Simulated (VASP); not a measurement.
Here is a VASP 6.6.1 calculation.

File POSCAR:

```
AlGaN2
1.0
    3.1385264253      0.0000000000      0.0000000000
    0.0000000000      3.1385264253      0.0000000000
    0.0000000000      0.0000000000      4.4223567422
Al Ga N
1 1 2
Direct
    0.5000000000      0.5000000000      0.5000000000
    0.0000000000      0.0000000000      0.0000000000
    0.5000000000      0.0000000000      0.7390831726
    0.0000000000      0.5000000000      0.2609168274
```

INCAR.step1

```
SYSTEM = AlGaN2
PREC     = Accurate       ! precision mode
ENCUT    = 910            ! plane-wave cutoff, eV
ISMEAR   = 0              ! smearing method
SIGMA    = 0.02           ! smearing width, eV
LREAL    = .FALSE.        ! projectors in reciprocal space
LASPH    = .TRUE.         ! aspherical terms in the spheres
NELM     = 120            ! most SCF steps
NBANDS   = 21             ! bands
GGA      = PE             ! functional
ALGO     = Normal         ! electronic algorithm
EDIFF    = 1E-5           ! SCF threshold, eV
LWAVE    = .TRUE.         ! write WAVECAR
LCHARG   = .FALSE.        ! write CHGCAR
GGA_COMPAT= .FALSE.
```

File INCAR.step2:

```
SYSTEM = AlGaN2
PREC     = Accurate       ! precision mode
ENCUT    = 910            ! plane-wave cutoff, eV
EDIFF    = 1E-6           ! SCF threshold, eV
ISMEAR   = 0              ! smearing method
SIGMA    = 0.02           ! smearing width, eV
LREAL    = .FALSE.        ! projectors in reciprocal space
LASPH    = .TRUE.         ! aspherical terms in the spheres
NELM     = 120            ! most SCF steps
ALGO     = Normal         ! electronic algorithm
ISIF     = 2              ! what is computed and relaxed
LWAVE    = .FALSE.        ! write WAVECAR
LCHARG   = .FALSE.        ! write CHGCAR
METAGGA  = R2SCAN         ! meta-GGA
LMIXTAU  = .TRUE.       
NBANDS   = 21             ! bands
ISTART   = 1            
GGA_COMPAT= .FALSE.
```

Contents of KPOINTS:

```
Automatic mesh
0
G
  8 8 6
  0 0 0
```

Potentials or basis: VASP PAW PBE potentials, release 64 (Al, Ga_d, N_h).

Launch:

```console
$ cat potpaw_PBE.64/Al/POTCAR potpaw_PBE.64/Ga_d/POTCAR potpaw_PBE.64/N_h/POTCAR > POTCAR
$ cp INCAR.step1 INCAR
$ mpirun -np 1 vasp_std > vasp.out
$ cp INCAR.step2 INCAR
$ mpirun -np 1 vasp_std > vasp.out
```

**Question.** Predict the band gap on the k mesh.

**Answer.** 3.38 eV, direct.

**Question.** Predict the pressure.

**Answer.** 0.2 GPa.

Stress tensor (GPa, compression positive):
```
0.18 0.00 0.00
0.00 0.18 0.00
0.00 0.00 0.28
```

Caveat: the cutoff is under 1.25 times the usual one of these potentials, so pressure, stress and relaxed cells hold a basis-set (Pulay) error; the PAW data sets were made with another functional, which shifts forces and pressure a little. A k mesh can miss the band edges.
